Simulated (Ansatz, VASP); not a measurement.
# Two plane-wave programs on P

The input INCAR:

```
PREC     = Accurate       # precision mode
ENCUT    = 600            # plane-wave cutoff, eV
EDIFF    = 1E-6           # SCF threshold, eV
ISMEAR   = -1             # smearing method
SIGMA    = 0.1            # smearing width, eV
LREAL    = False          # projectors in reciprocal space
LASPH    = True           # aspherical terms in the spheres
NELM     = 100            # most SCF steps
ALGO     = Normal         # electronic algorithm
ISIF     = 3              # what is computed and relaxed
LWAVE    = False          # write WAVECAR
LCHARG   = False          # write CHGCAR
GGA      = PE             # functional
IBRION   = 2              # ionic algorithm
NSW      = 80             # ionic steps
EDIFFG   = -0.01          # ionic threshold
```

Contents of KPOINTS:

```
Automatic mesh
0
Gamma
  5 5 5
```

File POSCAR:

```
P
1.0
    4.9567132665      0.0000000000      0.0000000000
    0.0000000000      4.9567132665      0.0000000000
    0.0000000000      0.0000000000      4.9567132665
P
8
Direct
    0.0000000000      0.0000000000      0.0000000000
    0.5000000000      0.5000000000      0.5000000000
    0.2500000000      0.0000000000      0.5000000000
    0.7500000000      0.0000000000      0.5000000000
    0.5000000000      0.2500000000      0.0000000000
    0.5000000000      0.7500000000      0.0000000000
    0.0000000000      0.5000000000      0.2500000000
    0.0000000000      0.5000000000      0.7500000000
```

Input for Ansatz:

```yaml
crystal:
  lattice:
    - [4.9567132665, 0.0, 0.0]
    - [0.0, 4.9567132665, 0.0]
    - [0.0, 0.0, 4.9567132665]
  atoms:
    - { symbol: P, position: [0.0, 0.0, 0.0] }
    - { symbol: P, position: [0.5, 0.5, 0.5] }
    - { symbol: P, position: [0.25, 0.0, 0.5] }
    - { symbol: P, position: [0.75, 0.0, 0.5] }
    - { symbol: P, position: [0.5, 0.25, 0.0] }
    - { symbol: P, position: [0.5, 0.75, 0.0] }
    - { symbol: P, position: [0.0, 0.5, 0.25] }
    - { symbol: P, position: [0.0, 0.5, 0.75] }
hamiltonian:
  xc: pbe
  pseudopotentials:
    kind: paw
    azcp:
      P: "pseudopotentials/P.paw.azcp"
basis:
  ecutwfc: 420
  fft_grid_basis: typed
kpoints:
  mp_grid: { grid: [5, 5, 5], shift: [0, 0, 0] }
magnetization:
  spin_polarized: false
scf:
  occupations: { method: fermi_dirac, width: 0.1 }
relax:
  max_steps: 60
  f_tol: 0.01
  cell: {}
```

Alike in both runs: task relaxation of cell and atoms; functional PBE; k mesh 5 × 5 × 5; occupations fermi-dirac, width 0.1 eV; no spin polarisation.

|  | VASP | Ansatz |
| --- | --- | --- |
| version | VASP 6.6.1 | Ansatz 0.2.0 |
| potentials or method | VASP PAW PBE potentials, release 64 (P), cutoff 600 eV | plane waves (420 eV) with PAW, scalar-relativistic |
| valence electrons in the cell | 40 | 40 |

```csv
,VASP,Ansatz,Ansatz less VASP
relaxed volume (Å³/atom),14.68,14.71,+0.024
relaxed cell length with the largest relative difference (Å),4.897,4.900,+0.0026
```
